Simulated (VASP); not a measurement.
# SnSe (I4/mmm) in VASP: notebook

SnSe is run at these levels: HSE06, r2SCAN; tasks: single point.

All numbers are computed with VASP 6.6.1; they aren't measurements. Logs are shortened: lines on timing, memory, paths and dates and some standing lists are left out, and cuts for length are marked.

## (1) The cell of the first run

Symmetry: I4/mmm, No. 139, tetragonal system. Conventional cell: a = 4.246 Å, b = 4.246 Å, c = 5.896 Å, α = 90.00°, β = 90.00°, γ = 90.00°. Sn (site symmetry 4/mmm) has 6 Se at 2.95 to 3.00 Å within 3.9 Å. Within 3.9 Å of Se (site symmetry 4/mmm) lie 6 Sn at 2.95 to 3.00 Å.

## (2) Single point, HSE06 (uniaxial x strain -1.8%)

The input, POSCAR:

```
SnSe
1.0
    0.0000000000      3.0021131538      3.0021131538
    2.9477749057      0.0000000000      3.0021131538
    2.9477749057      3.0021131538      0.0000000000
Sn Se
1 1
Direct
    0.0000000000      0.0000000000      0.0000000000
    0.5000000000      0.5000000000      0.5000000000
```

The input, INCAR.step1:

```
ALGO = Normal ; EDIFF = 1E-5
ENCUT = 520 ; GGA = PE
ISIF = 2 ; ISMEAR = 0
LASPH = True ; LCHARG = False
LREAL = False ; LWAVE = True
NBANDS = 17 ; NELM = 100
PREC = Accurate ; SIGMA = 0.01
```

The input, INCAR.step2:

```
ALGO = Normal ; EDIFF = 1E-7
ENCUT = 520 ; GGA = PE
HFSCREEN = 0.2079 ; ISIF = 2
ISMEAR = 0 ; ISTART = 1
LASPH = True ; LCHARG = False
LHFCALC = True ; LREAL = False
LWAVE = False ; NBANDS = 17
NELM = 100 ; PREC = Accurate
PRECFOCK = Normal ; SIGMA = 0.01
```

The input, KPOINTS:

```
k-points
0
Gamma
  6 6 6
```

Potentials or basis: VASP PAW PBE potentials, release 64 (Sn_d, Se).

On the command line:

```bash
cat potpaw_PBE.64/Sn_d/POTCAR potpaw_PBE.64/Se/POTCAR > POTCAR
cp INCAR.step1 INCAR
mpirun -np 1 vasp_std > vasp.out
cp INCAR.step2 INCAR
mpirun -np 1 vasp_std > vasp.out
```

OUTCAR:

```text
EDIFF = 1E-7
   ENCUT = 520
   GGA = PE
   HFSCREEN = 0.2079
   ISIF = 2
   ISMEAR = 0
   ISTART = 1
   LASPH = True
   LHFCALC = True
   LREAL = False
   NELM = 100
   PREC = Accurate
   PRECFOCK = Normal

 ion  position               nearest neighbor table
   1  0.000  0.000  0.000-   2 2.95   2 2.95   2 3.00   2 3.00   2 3.00   2 3.00
   2  0.500  0.500  0.500-   1 2.95   1 2.95   1 3.00   1 3.00   1 3.00   1 3.00

  LATTYP: Found a body centered tetragonal cell.
 ALAT       =     4.2456291379
 C/A-ratio  =     1.3886162969

  Lattice vectors:

 A1 = (  -2.9477749057,   0.0000000000,  -3.0021131538)
 A2 = (  -2.9477749057,   0.0000000000,   3.0021131538)
 A3 = (   2.9477749057,   3.0021131538,   0.0000000000)

Analysis of symmetry for initial positions (statically):
=====================================================================
 Subroutine PRICEL returns:
 Original cell was already a primitive cell.

 Routine SETGRP: Setting up the symmetry group for a
 body centered tetragonal supercell.

 Subroutine GETGRP returns: Found 16 space group operations
 (whereof 16 operations were pure point group operations)
 out of a pool of 16 trial point group operations.

The static configuration has the point symmetry D_4h.

Analysis of symmetry for dynamics (positions and initial velocities):
=====================================================================
 Subroutine PRICEL returns:
 Original cell was already a primitive cell.

 Routine SETGRP: Setting up the symmetry group for a
 body centered tetragonal supercell.

 Subroutine GETGRP returns: Found 16 space group operations
 (whereof 16 operations were pure point group operations)
 out of a pool of 16 trial point group operations.

The dynamic configuration has the point symmetry D_4h.

 Subroutine INISYM returns: Found 16 space group operations
 (whereof 16 operations are pure point group operations),
 and found     1 'primitive' translations

----------------------------------------------------------------------------------------

                                     Primitive cell

  volume of cell :      53.1347

  direct lattice vectors                    reciprocal lattice vectors
     0.000000000  3.002113154  3.002113154    -0.169619464  0.166549352  0.166549352
     2.947774906  0.000000000  3.002113154     0.169619464 -0.166549352  0.166549352
     2.947774906  3.002113154  0.000000000     0.169619464  0.166549352 -0.166549352

  length of vectors
     4.245629138  4.207381642  4.207381642     0.290255294  0.290255294  0.290255294

  position of ions in fractional coordinates (direct lattice)
     0.000000000  0.000000000  0.000000000
     0.500000000  0.500000000  0.500000000

  ion indices of the primitive-cell ions
   primitive index   ion index
                 1           1
                 2           2

----------------------------------------------------------------------------------------

 KPOINTS: k-points

Automatic generation of k-mesh.
 Grid dimensions read from file:
 generate k-points for:    6    6    6

 Generating k-lattice:

  Cartesian coordinates                     Fractional coordinates (reciprocal lattice)
    -0.028269911  0.027758225  0.027758225     0.166666667  0.000000000  0.000000000
     0.028269911 -0.027758225  0.027758225     0.000000000  0.166666667  0.000000000
     0.028269911  0.027758225 -0.027758225     0.000000000  0.000000000  0.166666667

  Length of vectors
     0.048375882  0.048375882  0.048375882

  Shift w.r.t. Gamma in fractional coordinates (k-lattice)
     0.000000000  0.000000000  0.000000000

 Subroutine IBZKPT returns following result:
 ===========================================

 Found     30 irreducible k-points:

 Following reciprocal coordinates:
            Coordinates               Weight
  0.000000  0.000000  0.000000      1.000000
  0.166667  0.000000  0.000000      8.000000
  0.333333  0.000000  0.000000      8.000000
  0.500000  0.000000  0.000000      4.000000
  0.166667  0.166667  0.000000      4.000000
  0.333333  0.166667  0.000000     16.000000
[... 16 lines left out ...]
 -0.333333  0.500000  0.166667      4.000000
  0.333333 -0.333333  0.166667      8.000000
 [... further k-points ...]
   k-points           NKPTS =     30   k-points in BZ     NKDIM =    216   number of bands    NBANDS=     17
   number of dos      NEDOS =    301   number of ions     NIONS =      2
   total plane-waves  NPLWV =  32768
   dimension x,y,z NGX =    32 NGY =   32 NGZ =   32
   dimension x,y,z NGXF=    64 NGYF=   64 NGZF=   64
   ions per type =               1   1
   NGX,Y,Z   is equivalent  to a cutoff of  12.53, 12.64, 12.64 a.u.
   NGXF,Y,Z  is equivalent  to a cutoff of  25.06, 25.29, 25.29 a.u.
 SYSTEM =  unknown system
   PREC   = accura    normal or accurate (medium, high low for compatibility)
   ISTART =      1    job   : 0-new  1-cont  2-samecut
   ICHARG =      0    charge: 1-file 2-atom 10-const
   ISPIN  =      1    spin polarized calculation?
   LNONCOLLINEAR =      F non collinear calculations
   LSORBIT =      F    spin-orbit coupling
   LASPH  =      T    aspherical Exc in radial PAW
   ENCUT  =  520.0 eV  38.22 Ry    6.18 a.u.   7.89  7.82  7.82*2*pi/ulx,y,z
   NELM   =    100;   NELMIN=  2; NELMDL=  0     # of ELM steps
   EDIFF  = 0.1E-06   stopping-criterion for ELM
   LREAL  =      F    real-space projection
   EDIFFG = 0.1E-05   stopping-criterion for IOM
   NSW    =      0    number of steps for IOM
   IBRION =     -1    ionic relax: 0-MD 1-quasi-New 2-CG
   NFREE  =      0    steps in history (QN), initial steepest desc. (CG)
   ISIF   =      2    stress and relaxation
   ISYM   =      3    0-nonsym 1-usesym 2-fastsym
   POTIM  = 0.5000    time-step for ionic-motion
   TEBEG  =    0.0;   TEEND  =   0.0 temperature during run
   PSTRESS=    0.0 pullay stress
   NELECT =      20.0000    total number of electrons
   NUPDOWN=      -1.0000    fix difference up-down
   EMIN   =  10.00;   EMAX   =-10.00  energy-range for DOS
   EFERMI =   0.00;   METHOD = LEGACY
   ISMEAR =     0;   SIGMA  =   0.01  broadening in eV -4-tet -1-fermi 0-gaus
   EFERMI_NEDOS =   21; number of points for ismear=-14 and -15
   IALGO  =     38    algorithm
   IMIX   =      1    mixing-type and parameters
     AMIX     =   0.40;   BMIX     =  1.00
     AMIX_MAG =   1.60;   BMIX_MAG =  1.00
  volume/ion in A,a.u.               =      26.57       179.29
  Fermi-wavevector in a.u.,A,eV,Ry     =   1.182021  2.233697 19.009716  1.397175
  Thomas-Fermi vector in A             =   2.318284
   LORBIT       =      0    0 simple, 1 ext, 2 COOP (PROOUT), +10 PAW based schemes
   GGA     = PE    functional components
   LHFCALC =     T    Hartree Fock is set to
   PRECFOCK=normal    Normal, Fast or Accurate (Low or Medium for compatibility)
   ENCUT4O =  -1.0   cutoff for four orbital integrals eV
   NKREDX  =     1    reduce k-point grid by
   NKREDY  =     1    reduce k-point grid by
   NKREDZ  =     1    reduce k-point grid by
   AEXX    =    0.2500 exact exchange contribution
   HFSCREEN=    0.2079 screening length (either q_TF or 0.3 A-1)
   HFSCREENC=   0.2079 screening length for correlation (either q_TF or 0.3 A-1)
   ENCUTFOCK=  -1.0 apply spherical cutoff to Coloumb kernel
   IVDW    =     0    specifies the selected vdW correction
   LEPSILON=     F    determine dielectric tensor
   LRPA    =     F    only Hartree local field effects (RPA)
 non-spin polarized calculation
 Gauss-broadening in eV      SIGMA  =   0.01
  energy-cutoff  :      520.00
  volume of cell :       53.13
 maximum number of plane-waves:      1440
  NGX = 24; NGY = 24; NGZ = 24

 number of electron      20.0000008 magnetization

 Free energy of the ion-electron system (eV)
  ---------------------------------------------------
  ext. energy  EPLUGINS =         0.00000000
  ---------------------------------------------------
  free energy    TOTEN  =        -9.76573930 eV

  energy without entropy =       -9.76573930  energy(sigma->0) =       -9.76573930

 E-fermi :   6.0830     XC(G=0):  -8.0914

 val. band max:        5.9493501579   @ k =   0.5000   0.0000   0.0000
 cond. band min:       6.4857253201   @ k =   0.5000   0.0000   0.0000
 fundamental gap:      0.5363751622
 Fermi energy:         6.0829690674

 k-point     1 :       0.0000    0.0000    0.0000
  band No.  band energies     occupation
      1     -18.2061      2.00000
      2     -18.1990      2.00000
      3     -18.1987      2.00000
      4     -18.1935      2.00000
      5     -18.1935      2.00000
      6      -9.9397      2.00000
[... 9 lines left out ...]
     16      12.1647      0.00000
     17      14.3856      0.00000

 k-point     2 :       0.1667    0.0000    0.0000
  band No.  band energies     occupation
      1     -18.2078      2.00000
      2     -18.2015      2.00000
      3     -18.1970      2.00000
      4     -18.1917      2.00000
      5     -18.1906      2.00000
      6      -9.7161      2.00000
[... 9 lines left out ...]
     16      12.7876      0.00000
     17      16.2486      0.00000

 k-point     3 :       0.3333    0.0000    0.0000
  band No.  band energies     occupation
      1     -18.2123      2.00000
      2     -18.2072      2.00000
      3     -18.1948      2.00000
      4     -18.1861      2.00000
      5     -18.1836      2.00000
      6      -9.1751      2.00000
[... 9 lines left out ...]
     16      14.5373      0.00000
     17      18.5912      0.00000

 k-point     4 :       0.5000    0.0000    0.0000
  band No.  band energies     occupation
      1     -18.2148      2.00000
      2     -18.2100      2.00000
      3     -18.1941      2.00000
      4     -18.1829      2.00000
      5     -18.1800      2.00000
      6      -8.8286      2.00000
[... 9 lines left out ...]
     16      16.8128      0.00000
     17      16.8186      0.00000
[... 343 lines left out ...]
      1     -18.2235      2.00000
      2     -18.2009      2.00000
      3     -18.1932      2.00000
      4     -18.1859      2.00000
      5     -18.1810      2.00000
      6      -8.8040      2.00000
[... 9 lines left out ...]
     16      16.4304      0.00000
     17      16.9464      0.00000

 k-point    23 :      -0.3333    0.5000    0.1667
  band No.  band energies     occupation
      1     -18.2314      2.00000
      2     -18.1992      2.00000
      3     -18.1941      2.00000
      4     -18.1880      2.00000
      5     -18.1731      2.00000
      6      -8.4701      2.00000
[... 9 lines left out ...]
     16      18.0571      0.00000
     17      19.5331      0.00000

 k-point    24 :       0.3333   -0.3333    0.1667
  band No.  band energies     occupation
      1     -18.2248      2.00000
      2     -18.2026      2.00000
      3     -18.1881      2.00000
      4     -18.1855      2.00000
      5     -18.1829      2.00000
      6      -8.5693      2.00000
[... 9 lines left out ...]
     16      17.9164      0.00000
     17      17.9599      0.00000

 [... further k-points ...]
[... 5 lines left out ...]
  --------------------------------------------------------------------------------------
  -------------------------------------------------------------------------------------
  Total        0.8192394     -0.0134022     -0.0134022      0.0000000      0.0000000      0.0000000
  in kB       24.7026185     -0.4041168     -0.4041168      0.0000000      0.0000000      0.0000000
  external PRESSURE =       7.9647950 kB  Pullay stress =       0.0000000 kB

 VOLUME and BASIS-vectors are now :
 -----------------------------------------------------------------------------
  energy-cutoff  :      520.00
  volume of cell :       53.13
      direct lattice vectors                 reciprocal lattice vectors
     0.000000000  3.002113154  3.002113154    -0.169619464  0.166549352  0.166549352
     2.947774906  0.000000000  3.002113154     0.169619464 -0.166549352  0.166549352
     2.947774906  3.002113154  0.000000000     0.169619464  0.166549352 -0.166549352

 POSITION                                       TOTAL-FORCE (eV/Angst)
 -----------------------------------------------------------------------------------
      0.00000      0.00000      0.00000         0.000000      0.000000      0.000000
      2.94777      3.00211      3.00211        -0.000000      0.000000      0.000000
 -----------------------------------------------------------------------------------
    total drift:                                0.000015     -0.000007     -0.000004

  FREE ENERGIE OF THE ION-ELECTRON SYSTEM (eV)
  ---------------------------------------------------
  free  energy   TOTEN  =        -9.7657393008 eV

  energy  without entropy=       -9.7657393008  energy(sigma->0) =       -9.76573930
```

Wall time 52 min (1 thread of Intel Xeon 6975P-C (Granite Rapids), shared host); peak memory 0.32 GiB.

What came out:

```yaml
Free_energy: -9.7657 eV
Pressure: 0.8 GPa
Band_gap_on_the_k_mesh: 0.54 eV, direct
```

Levels at points of the mesh, in eV from the valence-band top:
| k point | band 6 | band 7 | band 8 | band 9 | band 10 | band 11 | band 12 | band 13 | band 14 | band 15 |
| --- | --- | --- | --- | --- | --- | --- | --- | --- | --- | --- |
| (0.00, 0.00, 0.00) | -15.89 | -5.59 | -3.07 | -2.87 | -2.87 | 4.71 | 4.71 | 5.18 | 6.07 | 6.07 |
| (0.50, 0.00, 0.00) | -14.78 | -9.39 | -2.70 | -2.66 | 0.00 | 0.54 | 1.28 | 1.38 | 8.76 | 10.68 |
| (0.50, 0.50, 0.00) | -14.46 | -6.80 | -6.65 | -4.68 | -4.44 | 3.06 | 5.83 | 6.31 | 6.63 | 11.04 |
| (0.00, 0.50, 0.50) | -14.38 | -6.88 | -6.70 | -4.61 | -4.61 | 3.00 | 5.97 | 5.97 | 6.88 | 11.07 |

Caveat: the cell differs from its parent crystal (uniaxial x strain -1.8%); the PAW data sets were made with another functional, which shifts forces and pressure a little; spin-orbit coupling is left out, which moves the levels of the heavy elements. A k mesh can miss the band edges.

## (3) Single point, r2SCAN (uniaxial x strain -1.8%)

POSCAR is that of step 2.

The input, INCAR.step1:

```
  PREC = Accurate
  ENCUT = 520
  ISMEAR = 0
  SIGMA = 0.01
  LREAL = False
  LASPH = True
  NELM = 100
  NBANDS = 17
  GGA = PE
  ALGO = Normal
  EDIFF = 1E-4
  LWAVE = True
  LCHARG = False
```

The input, INCAR.step2:

```
  PREC = Accurate
  ENCUT = 520
  EDIFF = 1E-6
  ISMEAR = 0
  SIGMA = 0.01
  LREAL = False
  LASPH = True
  NELM = 100
  ALGO = Normal
  ISIF = 2
  LWAVE = False
  LCHARG = True
  METAGGA = R2SCAN
  LMIXTAU = True
  LELF = True
  LVHAR = True
  NBANDS = 17
  ISTART = 1
```

The input, KPOINTS:

```
Automatic mesh
0
Gamma
  8 8 8
```

Potentials or basis: VASP PAW PBE potentials, release 64 (Sn_d, Se).

On the command line:

```bash
cat potpaw_PBE.64/Sn_d/POTCAR potpaw_PBE.64/Se/POTCAR > POTCAR
cp INCAR.step1 INCAR
mpirun -np 1 vasp_std > vasp.out
cp INCAR.step2 INCAR
mpirun -np 1 vasp_std > vasp.out
```

Wall time 71 s (1 thread of Intel Xeon 6975P-C (Granite Rapids), shared host); peak memory 0.21 GiB.

The run converged. Its results:

* Free energy: -39.8681 eV
* Pressure: 1.4 GPa
* Band gap on the k mesh: 0.59 eV, direct

Stress tensor (GPa, compression positive):
```
3.10 0.00 0.00
0.00 0.52 0.00
0.00 0.00 0.52
```

Levels at points of the mesh, in eV from the valence-band top:
```csv
k point,band 7,band 8,band 9,band 10,band 11,band 12,band 13,band 14
"(0.00, 0.00, 0.00)",-5.14,-2.83,-2.64,-2.64,4.32,4.32,4.80,5.98
"(0.50, 0.00, 0.00)",-8.70,-2.45,-2.41,0.00,0.59,1.08,1.19,8.66
"(0.50, 0.50, 0.00)",-6.31,-6.11,-4.31,-4.10,3.06,5.43,5.92,6.27
"(0.00, 0.50, 0.50)",-6.40,-6.15,-4.25,-4.25,3.00,5.57,5.57,6.53
```

Caveat: the cell differs from its parent crystal (uniaxial x strain -1.8%); the PAW data sets were made with another functional, which shifts forces and pressure a little; spin-orbit coupling is left out, which moves the levels of the heavy elements.
